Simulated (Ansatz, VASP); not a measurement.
Two plane-wave programs on V

```
CELL_PARAMETERS angstrom
0.00000 2.50280 2.50280
2.50280 0.00000 2.50280
2.50280 2.50280 0.00000
ATOMIC_POSITIONS crystal
V 0.87500 0.87500 0.87500
V 0.12500 0.12500 0.12500
```

Alike in both runs: task relaxation of cell and atoms; functional LDA; k mesh 13 × 13 × 13; occupations fermi-dirac, width 0.05 eV; no spin polarisation.

|  | VASP | Ansatz |
| --- | --- | --- |
| version | VASP 6.6.1 | Ansatz 0.2.0 |
| potentials or method | VASP PAW LDA potentials, release 64 (V_sv) | PAW with Ansatz's default frozen-core files, scalar-relativistic |
| plane-wave cutoff (eV) | 600 | 420 |
| valence electrons in the cell | 26 | 26 |

```tsv
	VASP	Ansatz	Ansatz less VASP
relaxed volume (Å³/atom)	16.71	16.53	-0.180
relaxed cell length with the largest relative difference (Å)	3.615	3.602	-0.0130
```

LDA's correlation is that of Perdew and Zunger in VASP and of Perdew and Wang (1992) in Ansatz.
